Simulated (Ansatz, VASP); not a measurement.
SiO2: VASP beside Ansatz

```xyz
3
Lattice="-1.2624 2.5672 2.6437 1.2624 -2.5672 2.6437 1.2624 2.5672 -2.6437" Properties=species:S:1:pos:R:3 pbc="T T T"
Si    0.0000    0.0000    2.6437
O     1.2624    0.0000    1.5008
O     0.0000    2.5672    1.1429
```

Alike in both runs: task relaxation of cell and atoms; functional PBE; k mesh 10 × 10 × 10; occupations gaussian, width 0.02 eV; no spin polarisation.

|  | VASP | Ansatz |
| --- | --- | --- |
| version | VASP 6.6.1 | Ansatz 0.2.0 |
| potentials or method | VASP PAW PBE potentials, release 64 (Si, O), cutoff 600 eV | scalar-relativistic, plane waves, PAW |
| valence electrons in the cell | 16 | 16 |

Ansatz gave:

```
gap on the k mesh at the Fermi level, each at its own relaxed structure (eV) : 3.02
relaxed volume (Å³/atom)                                                     : 11.51
relaxed cell length with the largest relative difference (Å)                 : 3.909
```

Q: What did VASP give for the same quantities?

A: gap on the k mesh at the Fermi level, each at its own relaxed structure (eV): 2.95; relaxed volume (Å³/atom): 11.26; relaxed cell length with the largest relative difference (Å): 3.868.
